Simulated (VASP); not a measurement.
Input of a VASP 6.6.1 run:

Contents of INCAR:

```
SYSTEM = Re
  PREC = Accurate
  ENCUT = 520
  EDIFF = 1E-6
  ISMEAR = -1
  SIGMA = 0.05
  LREAL = .False.
  LASPH = .True.
  NELM = 100
  ALGO = Normal
  ISIF = 2
  LWAVE = .False.
  LCHARG = .True.
  GGA = PS
  LELF = .True.
  LVHAR = .True.
  NBANDS = 22
```

File KPOINTS:

```
Automatic mesh
0
Gamma
  11 11 3
  0 0 0
```

File POSCAR:

```
Re
1.0
    2.7076380465      0.0000000000      0.0000000000
   -1.3538190232      2.3448833326      0.0000000000
    0.0000000000      0.0000000000      8.7494489413
Re
4
Direct
    0.6666666667      0.3333333333      0.7500000000
    0.0000000000      0.0000000000      0.5000000000
    0.3333333333      0.6666666667      0.2500000000
    0.0000000000      0.0000000000      0.0000000000
```

Potentials or basis: VASP PAW PBE potentials, release 64 (Re).

Launch:

```bash
$ cat potpaw_PBE.64/Re/POTCAR > POTCAR
$ mpirun -np 1 vasp_std > vasp.out
```

Problem. Predict the band gap on the k mesh.

Solution. Zero (bands 14 and 15 overlap by 2.69 eV).

Problem. What does it give for the pressure?

Solution. 20.7 GPa.

Caveat: the cell stands under pressure; the PAW data sets were made with another functional, which shifts forces and pressure a little; spin-orbit coupling is left out, which moves the levels of the heavy elements.
